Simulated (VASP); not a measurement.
A run of VASP 6.6.1 is set up as follows.

Contents of INCAR:

```
SYSTEM = Ir
ALGO     = Normal         ! electronic algorithm
EDIFF    = 1E-6           ! SCF threshold, eV
ENCUT    = 500            ! plane-wave cutoff, eV
GGA      = PS             ! functional
GGA_COMPAT= .False.      
ISIF     = 2              ! what is computed and relaxed
ISMEAR   = 0              ! smearing method
LASPH    = .True.         ! aspherical terms in the spheres
LCHARG   = .False.        ! write CHGCAR
LREAL    = .False.        ! projectors in reciprocal space
LWAVE    = .False.        ! write WAVECAR
NBANDS   = 14             ! bands
NELM     = 120            ! most SCF steps
PREC     = Accurate       ! precision mode
SIGMA    = 0.1            ! smearing width, eV
```

Contents of KPOINTS:

```
k-points
0
Gamma
  15 15 15
  0 0 0
```

File POSCAR:

```
Ir
1.0
    2.7083818991      0.0000000000      0.0000000000
   -1.3541909495      2.3455275278      0.0000000000
    1.3541909495      0.7818425093      2.2113845605
Ir
1
Direct
    0.0000000000      0.0000000000      0.0000000000
```

Potentials or basis: VASP PAW PBE potentials, release 64 (Ir_sv_GW).

Command:

```bash
$ cat potpaw_PBE.64/Ir_sv_GW/POTCAR > POTCAR
$ mpirun -np 1 vasp_std > vasp.out
```

Q: Estimate the pressure.

A: -3.4 GPa.

Caveat: the PAW data sets were made with another functional, which shifts forces and pressure a little.
